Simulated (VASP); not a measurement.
# TiC (Fm-3m) in VASP: notebook

TiC is run at these levels: PBE; tasks: single point.

Program: VASP 6.6.1. These are calculated values, not measurements. Logs are shortened: lines on timing, memory, paths and dates and some standing lists are left out, and cuts for length are marked.

## 1. The cell of the first run

The structure is cubic, space group Fm-3m (No. 225). The conventional cell has a = 4.193 Å, b = 4.193 Å, c = 4.193 Å, α = 90.00°, β = 90.00°, γ = 90.00°. Ti (site symmetry m-3m) has 6 C at 2.10 Å within 2.8 Å. C (site symmetry m-3m) has 6 Ti at 2.10 Å within 2.8 Å.

## 2. Single point, PBE

File INCAR:

```
ALGO = Normal
EDIFF = 1E-6
ENCUT = 520
GGA = PE
ISIF = 2
ISMEAR = -1
LASPH = True
LCHARG = False
LREAL = False
LWAVE = False
NBANDS = 15
NELM = 60
PREC = Accurate
SIGMA = 0.05
```

File KPOINTS:

```
k-points
0
Gamma
  11 11 11
```

File POSCAR:

```
TiC
1.0
    0.0000000000      2.0966631917      2.0966631917
    2.0966631917      0.0000000000      2.0966631917
    2.0966631917      2.0966631917      0.0000000000
Ti C
1 1
Direct
    0.0000000000      0.0000000000      0.0000000000
    0.5000000000      0.5000000000      0.5000000000
```

Potentials or basis: VASP PAW PBE potentials, release 64 (Ti_sv, C).

Started as:

```console
$ cat potpaw_PBE.64/Ti_sv/POTCAR potpaw_PBE.64/C/POTCAR > POTCAR
$ mpirun -np 1 vasp_std > vasp.out
```

OUTCAR:

```text
EDIFF = 1E-6
   ENCUT = 520
   GGA = PE
   ISIF = 2
   ISMEAR = -1
   LASPH = True
   LREAL = False
   NELM = 60
   PREC = Accurate

 ion  position               nearest neighbor table
   1  0.000  0.000  0.000-   2 2.10   2 2.10   2 2.10   2 2.10   2 2.10   2 2.10
   2  0.500  0.500  0.500-   1 2.10   1 2.10   1 2.10   1 2.10   1 2.10   1 2.10

  LATTYP: Found a face centered cubic cell.
 ALAT       =     4.1933263834

  Lattice vectors:

 A1 = (   0.0000000000,   2.0966631917,   2.0966631917)
 A2 = (   2.0966631917,   0.0000000000,   2.0966631917)
 A3 = (   2.0966631917,   2.0966631917,   0.0000000000)

Analysis of symmetry for initial positions (statically):
=====================================================================
 Subroutine PRICEL returns:
 Original cell was already a primitive cell.

 Routine SETGRP: Setting up the symmetry group for a
 face centered cubic supercell.

 Subroutine GETGRP returns: Found 48 space group operations
[... 9 lines left out ...]

 Routine SETGRP: Setting up the symmetry group for a
 face centered cubic supercell.

 Subroutine GETGRP returns: Found 48 space group operations
[... 11 lines left out ...]
                                     Primitive cell

  volume of cell :      18.4338

  direct lattice vectors                    reciprocal lattice vectors
     0.000000000  2.096663192  2.096663192    -0.238474163  0.238474163  0.238474163
     2.096663192  0.000000000  2.096663192     0.238474163 -0.238474163  0.238474163
     2.096663192  2.096663192  0.000000000     0.238474163  0.238474163 -0.238474163

  length of vectors
     2.965129521  2.965129521  2.965129521     0.413049367  0.413049367  0.413049367

  position of ions in fractional coordinates (direct lattice)
[... 8 lines left out ...]
----------------------------------------------------------------------------------------

 KPOINTS: k-points

Automatic generation of k-mesh.
 Grid dimensions read from file:
 generate k-points for:   11   11   11

 Generating k-lattice:

  Cartesian coordinates                     Fractional coordinates (reciprocal lattice)
    -0.021679469  0.021679469  0.021679469     0.090909091  0.000000000  0.000000000
     0.021679469 -0.021679469  0.021679469     0.000000000  0.090909091  0.000000000
     0.021679469  0.021679469 -0.021679469     0.000000000  0.000000000  0.090909091

  Length of vectors
     0.037549942  0.037549942  0.037549942

  Shift w.r.t. Gamma in fractional coordinates (k-lattice)
     0.000000000  0.000000000  0.000000000

 Subroutine IBZKPT returns following result:
 ===========================================

 Found     56 irreducible k-points:

 Following reciprocal coordinates:
            Coordinates               Weight
  0.000000  0.000000  0.000000      1.000000
  0.090909  0.000000  0.000000      8.000000
  0.181818  0.000000  0.000000      8.000000
  0.272727  0.000000  0.000000      8.000000
  0.363636  0.000000  0.000000      8.000000
  0.454545  0.000000  0.000000      8.000000
[... 16 lines left out ...]
 -0.272727  0.181818  0.000000     24.000000
 -0.181818  0.181818  0.000000     12.000000
 [... further k-points ...]
   k-points           NKPTS =     56   k-points in BZ     NKDIM =     56   number of bands    NBANDS=     15
   number of dos      NEDOS =    301   number of ions     NIONS =      2
   total plane-waves  NPLWV =  13824
   dimension x,y,z NGX =    24 NGY =   24 NGZ =   24
   dimension x,y,z NGXF=    48 NGYF=   48 NGZF=   48
   ions per type =               1   1
   NGX,Y,Z   is equivalent  to a cutoff of  13.46, 13.46, 13.46 a.u.
   NGXF,Y,Z  is equivalent  to a cutoff of  26.91, 26.91, 26.91 a.u.
 SYSTEM =  unknown system
   PREC   = accura    normal or accurate (medium, high low for compatibility)
   ISTART =      0    job   : 0-new  1-cont  2-samecut
   ICHARG =      2    charge: 1-file 2-atom 10-const
   ISPIN  =      1    spin polarized calculation?
   LNONCOLLINEAR =      F non collinear calculations
   LSORBIT =      F    spin-orbit coupling
   LASPH  =      T    aspherical Exc in radial PAW
   ENCUT  =  520.0 eV  38.22 Ry    6.18 a.u.   5.51  5.51  5.51*2*pi/ulx,y,z
   NELM   =     60;   NELMIN=  2; NELMDL= -5     # of ELM steps
   EDIFF  = 0.1E-05   stopping-criterion for ELM
   LREAL  =      F    real-space projection
   EDIFFG = 0.1E-04   stopping-criterion for IOM
   NSW    =      0    number of steps for IOM
   IBRION =     -1    ionic relax: 0-MD 1-quasi-New 2-CG
   NFREE  =      0    steps in history (QN), initial steepest desc. (CG)
   ISIF   =      2    stress and relaxation
   ISYM   =      2    0-nonsym 1-usesym 2-fastsym
   POTIM  = 0.5000    time-step for ionic-motion
   TEBEG  =    0.0;   TEEND  =   0.0 temperature during run
   PSTRESS=    0.0 pullay stress
   NELECT =      16.0000    total number of electrons
   NUPDOWN=      -1.0000    fix difference up-down
   EMIN   =  10.00;   EMAX   =-10.00  energy-range for DOS
   EFERMI =   0.00;   METHOD = LEGACY
   ISMEAR =    -1;   SIGMA  =   0.05  broadening in eV -4-tet -1-fermi 0-gaus
   EFERMI_NEDOS =   21; number of points for ismear=-14 and -15
   IALGO  =     38    algorithm
   IMIX   =      4    mixing-type and parameters
     AMIX     =   0.40;   BMIX     =  1.00
     AMIX_MAG =   1.60;   BMIX_MAG =  1.00
  volume/ion in A,a.u.               =       9.22        62.20
  Fermi-wavevector in a.u.,A,eV,Ry     =   1.561623  2.951039 33.180064  2.438666
  Thomas-Fermi vector in A             =   2.664661
   LORBIT       =      0    0 simple, 1 ext, 2 COOP (PROOUT), +10 PAW based schemes
   GGA     = PE    functional components
   LHFCALC =     F    Hartree Fock is set to
   AEXX    =    0.0000 exact exchange contribution
   IVDW    =     0    specifies the selected vdW correction
   LEPSILON=     F    determine dielectric tensor
   LRPA    =     F    only Hartree local field effects (RPA)
 non-spin polarized calculation
  energy-cutoff  :      520.00
  volume of cell :       18.43
 maximum number of plane-waves:       531
 NGX is ok and might be reduce to    24
   NGX = 11   NGY = 11   NGZ = 11

 number of electron      15.9999997 magnetization

 Free energy of the ion-electron system (eV)
  ---------------------------------------------------
  ext. energy  EPLUGINS =         0.00000000
  ---------------------------------------------------
  free energy    TOTEN  =       -18.54292735 eV

  energy without entropy =      -18.54029454  energy(sigma->0) =      -18.54161095

 E-fermi :  10.6747     XC(G=0): -13.2095

 val. band max:       10.6102835745   @ k =   0.4545   0.4545   0.0000
 cond. band min:      10.7380038113   @ k =   0.0909   0.0000   0.0000
 fundamental gap:      0.1277202369
 Fermi energy:        10.6746525593

 k-point     1 :       0.0000    0.0000    0.0000
  band No.  band energies     occupation
      1     -45.7151      2.00000
      2     -21.6759      2.00000
      3     -21.6759      2.00000
      4     -21.6759      2.00000
      5      -2.2499      2.00000
      6      11.3167      0.00001
      7      11.3167      0.00001
      8      11.3167      0.00001
      9      12.4021      0.00000
     10      12.4021      0.00000
     11      12.4021      0.00000
     12      12.5193      0.00000
     13      12.5193      0.00000
     14      22.5673      0.00000
     15      25.0169      0.00000

 k-point     2 :       0.0909    0.0000    0.0000
  band No.  band energies     occupation
      1     -45.7062      2.00000
      2     -21.7349      2.00000
      3     -21.6811      2.00000
      4     -21.6811      2.00000
      5      -2.0388      2.00000
      6      10.4298      1.98518
      7      10.7380      0.43953
      8      10.7380      0.43953
      9      11.6959      0.00000
     10      11.6959      0.00000
     11      12.8694      0.00000
     12      14.1169      0.00000
     13      14.1169      0.00000
     14      22.8696      0.00000
     15      25.1749      0.00000

 k-point     3 :       0.1818    0.0000    0.0000
  band No.  band energies     occupation
      1     -45.6825      2.00000
      2     -21.8907      2.00000
      3     -21.6950      2.00000
      4     -21.6950      2.00000
      5      -1.4365      2.00000
      6       8.9012      2.00000
      7       9.4877      2.00000
      8       9.4877      2.00000
      9      12.0895      0.00000
     10      12.0895      0.00000
     11      13.3895      0.00000
     12      15.8523      0.00000
     13      15.8523      0.00000
     14      23.2607      0.00000
     15      25.4481      0.00000

 k-point     4 :       0.2727    0.0000    0.0000
  band No.  band energies     occupation
      1     -45.6511      2.00000
      2     -22.0894      2.00000
      3     -21.7131      2.00000
      4     -21.7131      2.00000
      5      -0.5274      2.00000
      6       7.2618      2.00000
      7       8.4732      2.00000
      8       8.4732      2.00000
      9      12.7266      0.00000
     10      12.7266      0.00000
     11      13.9024      0.00000
     12      17.4890      0.00000
     13      17.4890      0.00000
     14      22.4234      0.00000
     15      26.3829      0.00000
[... 307 lines left out ...]
 k-point    22 :      -0.3636    0.1818    0.0000
  band No.  band energies     occupation
      1     -45.5945      2.00000
      2     -22.2737      2.00000
      3     -21.8974      2.00000
      4     -21.7569      2.00000
      5       1.1941      2.00000
      6       5.2634      2.00000
      7       7.5120      2.00000
      8       7.6563      2.00000
      9      13.4712      0.00000
     10      13.8883      0.00000
     11      14.9267      0.00000
     12      17.4692      0.00000
     13      19.3712      0.00000
     14      21.7131      0.00000
     15      25.6004      0.00000

 k-point    23 :      -0.2727    0.1818    0.0000
  band No.  band energies     occupation
      1     -45.6138      2.00000
      2     -22.1806      2.00000
      3     -21.8826      2.00000
      4     -21.7266      2.00000
      5       0.5070      2.00000
      6       6.0429      2.00000
      7       7.7831      2.00000
      8       7.8968      2.00000
      9      12.8409      0.00000
     10      13.9661      0.00000
     11      14.8459      0.00000
     12      16.4252      0.00000
     13      19.4514      0.00000
     14      22.5200      0.00000
     15      25.1300      0.00000

 k-point    24 :      -0.1818    0.1818    0.0000
  band No.  band energies     occupation
      1     -45.6406      2.00000
      2     -22.0657      2.00000
      3     -21.8276      2.00000
      4     -21.7015      2.00000
      5      -0.3174      2.00000
      6       7.0967      2.00000
      7       8.1805      2.00000
      8       8.4658      2.00000
      9      12.2975      0.00000
     10      13.6042      0.00000
     11      14.5485      0.00000
     12      15.5785      0.00000
     13      18.6896      0.00000
     14      23.4869      0.00000
     15      24.9455      0.00000

 [... further k-points ...]
[... 5 lines left out ...]
  --------------------------------------------------------------------------------------
  -------------------------------------------------------------------------------------
  Total        3.4667269      3.4667269      3.4667269     -0.0000000      0.0000000     -0.0000000
  in kB      301.3104530    301.3104530    301.3104530     -0.0000000      0.0000000     -0.0000000
  external PRESSURE =     301.3104530 kB  Pullay stress =       0.0000000 kB

 VOLUME and BASIS-vectors are now :
 -----------------------------------------------------------------------------
  energy-cutoff  :      520.00
  volume of cell :       18.43
      direct lattice vectors                 reciprocal lattice vectors
     0.000000000  2.096663192  2.096663192    -0.238474163  0.238474163  0.238474163
     2.096663192  0.000000000  2.096663192     0.238474163 -0.238474163  0.238474163
     2.096663192  2.096663192  0.000000000     0.238474163  0.238474163 -0.238474163

 POSITION                                       TOTAL-FORCE (eV/Angst)
 -----------------------------------------------------------------------------------
      0.00000      0.00000      0.00000         0.000000     -0.000000     -0.000000
      2.09666      2.09666      2.09666        -0.000000      0.000000      0.000000
 -----------------------------------------------------------------------------------
    total drift:                                0.000000     -0.000000     -0.000000

  FREE ENERGIE OF THE ION-ELECTRON SYSTEM (eV)
  ---------------------------------------------------
  free  energy   TOTEN  =       -18.5429273540 eV

  energy  without entropy=      -18.5402945372  energy(sigma->0) =      -18.54161095
```

Wall time 15 s (1 thread of AMD EPYC 7R43 (Zen 3), shared host); peak memory 0.11 GiB.

What came out:

- Free energy: -18.5429 eV
- Pressure: 30.1 GPa
- Band gap on the k mesh: zero (band 8 reaches 11.32 eV, above the bottom of band 9 at 10.17 eV)

## 3. Single point, PBE

This run uses another cell than the first one, of 9.98 Å³/atom, 1.082 times its volume.

File INCAR:

```
PREC     = Accurate       # precision mode
ENCUT    = 520            # plane-wave cutoff, eV
EDIFF    = 1E-7           # SCF threshold, eV
ISMEAR   = -1             # smearing method
SIGMA    = 0.05           # smearing width, eV
LREAL    = F              # projectors in reciprocal space
LASPH    = T              # aspherical terms in the spheres
NELM     = 80             # most SCF steps
ALGO     = Normal         # electronic algorithm
ISIF     = 2              # what is computed and relaxed
LWAVE    = F              # write WAVECAR
LCHARG   = F              # write CHGCAR
GGA      = PE             # functional
NBANDS   = 15             # bands
```

File KPOINTS:

```
regular mesh
0
Gamma
  11 11 11
```

File POSCAR:

```
TiC
1.0
    0.0000000000      2.1527769052      2.1527769052
    2.1527769052      0.0000000000      2.1527769052
    2.1527769052      2.1527769052      0.0000000000
Ti C
1 1
Direct
    0.0000000000      0.0000000000      0.0000000000
    0.5000000000      0.5000000000      0.5000000000
```

Potentials or basis: VASP PAW PBE potentials, release 64 (Ti_sv, C).

Started as:

```console
$ cat potpaw_PBE.64/Ti_sv/POTCAR potpaw_PBE.64/C/POTCAR > POTCAR
$ mpirun -np 1 vasp_std > vasp.out
```

OUTCAR:

```text
PREC = Accurate
   ENCUT = 520
   EDIFF = 1E-7
   ISMEAR = -1
   LREAL = F
   LASPH = T
   NELM = 80
   ISIF = 2
   GGA = PE

 ion  position               nearest neighbor table
   1  0.000  0.000  0.000-   2 2.15   2 2.15   2 2.15   2 2.15   2 2.15   2 2.15
   2  0.500  0.500  0.500-   1 2.15   1 2.15   1 2.15   1 2.15   1 2.15   1 2.15

  LATTYP: Found a face centered cubic cell.
 ALAT       =     4.3055538104

  Lattice vectors:

 A1 = (   0.0000000000,   2.1527769052,   2.1527769052)
[... 607 lines left out ...]
      9      11.1993      0.00000
     10      12.3386      0.00000
     11      13.2636      0.00000
     12      14.0939      0.00000
     13      17.0241      0.00000
     14      21.6094      0.00000
     15      23.2661      0.00000

 [... further k-points ...]
[... 5 lines left out ...]
  --------------------------------------------------------------------------------------
  -------------------------------------------------------------------------------------
  Total        0.6444357      0.6444357      0.6444357      0.0000000     -0.0000000      0.0000000
  in kB       51.7443673     51.7443673     51.7443673      0.0000000     -0.0000000      0.0000000
  external PRESSURE =      51.7443673 kB  Pullay stress =       0.0000000 kB

 VOLUME and BASIS-vectors are now :
 -----------------------------------------------------------------------------
  energy-cutoff  :      520.00
  volume of cell :       19.95
      direct lattice vectors                 reciprocal lattice vectors
     0.000000000  2.152776905  2.152776905    -0.232258159  0.232258159  0.232258159
     2.152776905  0.000000000  2.152776905     0.232258159 -0.232258159  0.232258159
     2.152776905  2.152776905  0.000000000     0.232258159  0.232258159 -0.232258159

 POSITION                                       TOTAL-FORCE (eV/Angst)
 -----------------------------------------------------------------------------------
      0.00000      0.00000      0.00000        -0.000000      0.000000      0.000000
      2.15278      2.15278      2.15278         0.000000     -0.000000      0.000000
 -----------------------------------------------------------------------------------
    total drift:                                0.000000     -0.000000     -0.000000

  FREE ENERGIE OF THE ION-ELECTRON SYSTEM (eV)
  ---------------------------------------------------
  free  energy   TOTEN  =       -18.7038100945 eV

  energy  without entropy=      -18.7014375646  energy(sigma->0) =      -18.70262383
```

stdout:

```text
POSCAR found type information on POSCAR TiC
 POSCAR found :  2 types and       2 ions
 scaLAPACK will be used
 LDA part: xc-table for (Slater+PW92), standard interpolation
 POSCAR, INCAR and KPOINTS ok, starting setup
 FFT: planning ... GRIDC
 FFT: planning ... GRID_SOFT
 FFT: planning ... GRID
 WAVECAR not read
 entering main loop
```

Wall time 18 s (1 thread of AMD EPYC 7R43 (Zen 3), shared host); peak memory 0.11 GiB.

Results:

* Free energy: -18.7038 eV
* Pressure: 5.2 GPa
* Band gap on the k mesh: zero (band 8 reaches 10.32 eV, above the bottom of band 9 at 9.21 eV)

(Part 1 of 2 ends here.)
